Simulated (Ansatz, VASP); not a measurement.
ZnS in VASP and in Ansatz

The input INCAR:

```
SYSTEM = ZnS
PREC = Accurate ; ENCUT = 520
EDIFF = 1E-6 ; ISMEAR = 0
SIGMA = 0.05 ; LREAL = .FALSE.
LASPH = .TRUE. ; NELM = 60
ALGO = Normal ; ISIF = 2
LWAVE = .FALSE. ; LCHARG = .FALSE.
GGA = PE ; NBANDS = 46
```

Contents of KPOINTS:

```
Automatic mesh
0
G
  7 7 3
  0 0 0
```

File POSCAR:

```
ZnS
1.0
   -2.7046500000     -2.7046500000      0.0000000000
    2.7046500000     -2.7046500000      0.0000000000
    0.0000000000      0.0000000000     16.8186000000
Zn S
4 4
Direct
    0.0000000000      0.0000000000      0.6030488566
    0.5000000000      0.5000000000      0.1206097713
    0.0000000000      0.0000000000      0.2814227998
    0.5000000000      0.5000000000      0.4422358282
    0.5000000000      0.0000000000      0.2010162855
    0.0000000000      0.5000000000      0.3618293140
    0.5000000000      0.0000000000      0.5226423424
    0.0000000000      0.5000000000      0.0402032571
```

Input for Ansatz:

```yaml
crystal:
  lattice:
    - [-2.70465, -2.70465, 0.0]
    - [2.70465, -2.70465, 0.0]
    - [0.0, 0.0, 16.8186]
  atoms:
    - { symbol: Zn, position: [0.0, 0.0, 0.6030488566] }
    - { symbol: Zn, position: [0.5, 0.5, 0.1206097713] }
    - { symbol: Zn, position: [0.0, 0.0, 0.2814227998] }
    - { symbol: Zn, position: [0.5, 0.5, 0.4422358282] }
    - { symbol: S, position: [0.5, 0.0, 0.2010162855] }
    - { symbol: S, position: [0.0, 0.5, 0.361829314] }
    - { symbol: S, position: [0.5, 0.0, 0.5226423424] }
    - { symbol: S, position: [0.0, 0.5, 0.0402032571] }
basis:
  ecutwfc: 420
kpoints:
  mp_grid: { grid: [7, 7, 3] }
hamiltonian:
  xc: pbe
scf:
  occupations: { method: gaussian, width: 0.05 }
output:
  forces: true
  stress: true
  eigenvalues: true
```

Alike in both runs: task single point; functional PBE; k mesh 7 × 7 × 3; occupations gaussian, width 0.05 eV; no spin polarisation.

|  | VASP | Ansatz |
| --- | --- | --- |
| version | VASP 6.6.1 | Ansatz 0.2.0 |
| potentials or method | VASP PAW PBE potentials, release 64 (Zn, S), cutoff 520 eV | scalar-relativistic, plane waves, PAW |
| valence electrons in the cell | 72 | 72 |

|  | VASP | Ansatz | Ansatz less VASP |
| --- | --- | --- | --- |
| gap on the k mesh at the Fermi level (eV) | 0.05 | 0.05 | +0.002 |
| least direct gap on the mesh (eV) | 0.11 | 0.11 | +0.001 |
| rms of the force components (eV/Å) | 0.289 | 0.288 | -0.0009 |

Atom by atom the forces differ by 0.006 eV/Å (rms over components).
